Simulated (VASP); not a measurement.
# HoZnO2 (P6/mmm) in VASP: further runs, part 2 of 2

VASP 6.6.1. Earlier steps stand in the parts before.

## 3. Relaxation of cell and atoms, PBE

Input file INCAR:

```
SYSTEM = HoZnO2
ALGO = Normal
EDIFF = 1E-7
EDIFFG = -0.01
ENCUT = 600
GGA = PE
GGA_COMPAT = .False.
IBRION = 2
ISIF = 3
ISMEAR = 0
LASPH = .True.
LCHARG = .False.
LMAXMIX = 6
LREAL = .False.
LWAVE = .False.
NELM = 200
NELMIN = 4
NSW = 100
PREC = Accurate
SIGMA = 0.1
```

Input file KPOINTS:

```
k-points
0
Gamma
  12 12 6
  0 0 0
```

Input file POSCAR:

```
HoZnO2
1.0
    4.1325495151      0.0000000000      0.0000000000
   -2.0662747575      3.5788928625      0.0000000000
    0.0000000000      0.0000000000      7.5584244925
Ho Zn O
1 1 2
Direct
    0.0000000000      0.0000000000      0.5000000000
    0.0000000000      0.0000000000      0.0000000000
    0.0000000000      0.0000000000      0.2310574850
    0.0000000000      0.0000000000      0.7689425150
```

Potentials or basis: VASP PAW PBE potentials, release 64 (Ho_3, Zn, O), 4f in core.

On the command line:

```sh
cat potpaw_PBE.64/Ho_3/POTCAR potpaw_PBE.64/Zn/POTCAR potpaw_PBE.64/O/POTCAR > POTCAR
mpirun -np 1 vasp_std > vasp.out
```

OUTCAR:

```text
SYSTEM = HoZnO2
   EDIFF = 1E-7
   EDIFFG = -0.01
   ENCUT = 600
   GGA = PE
   IBRION = 2
   ISIF = 3
   ISMEAR = 0
   LASPH = .True.
   LREAL = .False.
   NELM = 200
   NELMIN = 4
   NSW = 100
   PREC = Accurate

 ion  position               nearest neighbor table
   1  0.000  0.000  0.500-   3 2.03   4 2.03
   2  0.000  0.000  0.000-   3 1.75   4 1.75
   3  0.000  0.000  0.231-   2 1.75   1 2.03
   4  0.000  0.000  0.769-   2 1.75   1 2.03

  LATTYP: Found a hexagonal cell.
 ALAT       =     4.1325495151
 C/A-ratio  =     1.8289979261

  Lattice vectors:

 A1 = (   4.1325495151,   0.0000000000,   0.0000000000)
 A2 = (  -2.0662747575,   3.5788928625,   0.0000000000)
 A3 = (   0.0000000000,   0.0000000000,   7.5584244925)

Analysis of symmetry for initial positions (statically):
=====================================================================
 Subroutine PRICEL returns:
 Original cell was already a primitive cell.

 Routine SETGRP: Setting up the symmetry group for a
 hexagonal supercell.

 Subroutine GETGRP returns: Found 24 space group operations
 (whereof 24 operations were pure point group operations)
 out of a pool of 24 trial point group operations.

The static configuration has the point symmetry D_6h.

Analysis of symmetry for dynamics (positions and initial velocities):
=====================================================================
 Subroutine PRICEL returns:
 Original cell was already a primitive cell.

 Routine SETGRP: Setting up the symmetry group for a
 hexagonal supercell.

 Subroutine GETGRP returns: Found 24 space group operations
 (whereof 24 operations were pure point group operations)
 out of a pool of 24 trial point group operations.

The dynamic configuration has the point symmetry D_6h.
[... 134 lines left out ...]
 conjugate gradient relaxation of ions
 non-spin polarized calculation
 Gauss-broadening in eV      SIGMA  =   0.10
  energy-cutoff  :      600.00
  volume of cell :      111.79
 maximum number of plane-waves:      3769
 NGX is ok and might be reduce to    36
   NGX = 17   NGY = 17   NGZ = 31

--------------------------------------- Ionic step        1  -------------------------------------------

 number of electron      33.0000014 magnetization

 Free energy of the ion-electron system (eV)
  ---------------------------------------------------
  ext. energy  EPLUGINS =         0.00000000
  ---------------------------------------------------
  free energy    TOTEN  =       -20.88839283 eV

  energy without entropy =      -20.87895880  energy(sigma->0) =      -20.88367581

------------------------ aborting loop because EDIFF is reached ----------------------------------------

  FORCE on cell =-STRESS in cart. coord.  units (eV):
  Direction    XX          YY          ZZ          XY          YZ          ZX
  --------------------------------------------------------------------------------------
  -------------------------------------------------------------------------------------
  Total       -0.0807846     -0.0807846      1.5376336     -0.0000000      0.0000000      0.0000000
  in kB       -1.1578203     -1.1578203     22.0376555     -0.0000000      0.0000000      0.0000000
  external PRESSURE =       6.5740049 kB  Pullay stress =       0.0000000 kB
[... 95 lines left out ...]
  FREE ENERGIE OF THE ION-ELECTRON SYSTEM (eV)
  ---------------------------------------------------
  free  energy   TOTEN  =       -20.8917380609 eV

  energy  without entropy=      -20.8823329290  energy(sigma->0) =      -20.88703549

[... ionic steps 4 to 9 ...]

--------------------------------------- Ionic step       10  -------------------------------------------

 number of electron      33.0000007 magnetization

------------------------ aborting loop because EDIFF is reached ----------------------------------------
[... 71 lines left out ...]
--------------------------------------- Ionic step       12  -------------------------------------------

 number of electron      33.0000007 magnetization

 Free energy of the ion-electron system (eV)
  ---------------------------------------------------
  ext. energy  EPLUGINS =         0.00000000
  ---------------------------------------------------
  free energy    TOTEN  =       -20.89235811 eV

  energy without entropy =      -20.88317545  energy(sigma->0) =      -20.88776678

 E-fermi :  -0.4651     XC(G=0):  -7.4767

 val. band max:       -0.4660915798   @ k =   0.3333   0.0833   0.1667
 cond. band min:      -0.4494154763   @ k =   0.3333   0.0833   0.3333
 fundamental gap:      0.0166761036
 Fermi energy:        -0.4651211743

 k-point     1 :       0.0000    0.0000    0.0000
  band No.  band energies     occupation
      1     -24.5696      2.00000
      2     -24.5347      2.00000
      3     -24.5347      2.00000
      4     -18.2186      2.00000
      5     -16.9053      2.00000
      6      -8.0947      2.00000
[... 541 lines left out ...]
     19       2.2901      0.00000
     20       3.1517      0.00000

 [... further k-points ...]
[... 5 lines left out ...]
  --------------------------------------------------------------------------------------
  -------------------------------------------------------------------------------------
  Total       -0.0128672     -0.0128672     -0.0001406     -0.0000000     -0.0000000      0.0000000
  in kB       -0.1864253     -0.1864253     -0.0020378     -0.0000000     -0.0000000      0.0000000
  external PRESSURE =      -0.1249628 kB  Pullay stress =       0.0000000 kB
[... 19 lines left out ...]
  FREE ENERGIE OF THE ION-ELECTRON SYSTEM (eV)
  ---------------------------------------------------
  free  energy   TOTEN  =       -20.8923581065 eV

  energy  without entropy=      -20.8831754473  energy(sigma->0) =      -20.88776678

 reached required accuracy - stopping structural energy minimisation
```

OSZICAR:

```text
N       E                     dE             d eps       ncg     rms          rms(c)
DAV:   1     0.336117654454E+03    0.33612E+03   -0.15787E+04  3080   0.178E+03
DAV:   2     0.314656115696E+02   -0.30465E+03   -0.29268E+03  5008   0.530E+02
DAV:   3    -0.248598976272E+02   -0.56326E+02   -0.54685E+02  5088   0.174E+02
DAV:   4    -0.277021522648E+02   -0.28423E+01   -0.28209E+01  4512   0.390E+01
[... 125 lines left out ...]
DAV:   4    -0.208923636858E+02    0.78305E-04   -0.19362E-04  5016   0.171E-01    0.432E-02
DAV:   5    -0.208923616109E+02    0.20749E-05   -0.16472E-05  3820   0.408E-02    0.388E-02
DAV:   6    -0.208923579221E+02    0.36888E-05   -0.25422E-05  5456   0.401E-02    0.729E-03
DAV:   7    -0.208923580191E+02   -0.96973E-07   -0.19856E-06  3716   0.124E-02    0.893E-03
DAV:   8    -0.208923581065E+02   -0.87398E-07   -0.11388E-07  2312   0.423E-03
  12 F= -.20892358E+02 E0= -.20887767E+02  d E =-.305521E-04
```

It took 19 min on 1 thread of AMD EPYC 9R45 (Zen 5), shared host; peak memory 0.43 GiB.

What came out:

```
Free energy                           : -20.8924 eV
Relaxed volume                        : 27.65 Å³/atom
Relaxed cell                          : a = 4.101 Å, b = 4.101 Å, c = 7.591 Å, α = 90.00°, β = 90.00°, γ = 120.00°
Space group after relaxing (to 0.1 Å) : P6/mmm (No. 191)
Energy gained by relaxing             : 1.0 meV/atom
Ionic steps                           : 12
Pressure after relaxing               : 0.0 GPa
Band gap on the k mesh                : zero (an odd number of electrons rules out a gap without spin polarisation)
```

Forces on the atoms (eV/Å):
```
Ho   0.000  0.000  0.000
Zn   0.000  0.000  0.000
O    0.000  0.000 -0.003
O    0.000  0.000  0.003
```

The path:
```tsv
step	energy change (eV)	largest force (eV/Å)	pressure (GPa)	volume (Å³)
1	0.0000	0.0410	0.66	111.79
2	0.0300	0.0316	-2.25	113.64
3	-0.0033	0.0373	-0.09	112.23
4	-0.0033	0.0380	-0.07	112.22
5	-0.0035	0.0310	-0.07	112.04
6	-0.0035	0.0383	-0.06	112.02
7	-0.0036	0.0346	-0.05	111.83
8	-0.0039	0.0215	-0.06	111.26
9	-0.0038	0.0050	-0.07	110.13
10	-0.0039	0.0088	-0.08	110.72
11	-0.0038	0.0061	0.17	110.29
12	-0.0040	0.0026	-0.01	110.58
```

Final structure:
```
Ho Zn O
1.0
     4.10147    0.00000    0.00000
    -2.05074    3.55198    0.00000
     0.00000    0.00000    7.59067
Ho Zn O
1 1 2
Direct
  0.00000 0.00000 0.50000
  0.00000 0.00000 0.00000
  0.00000 0.00000 0.23124
  0.00000 0.00000 0.76876
```

Caveat: spin-orbit coupling is left out, which moves the levels of the heavy elements; the 4f electrons are frozen in the core, so they carry no moment and show no levels; an odd number of electrons without spin polarisation forces a metal; a magnetic or distorted state may lie lower; the run has no spin polarisation, though such a crystal can be magnetic.
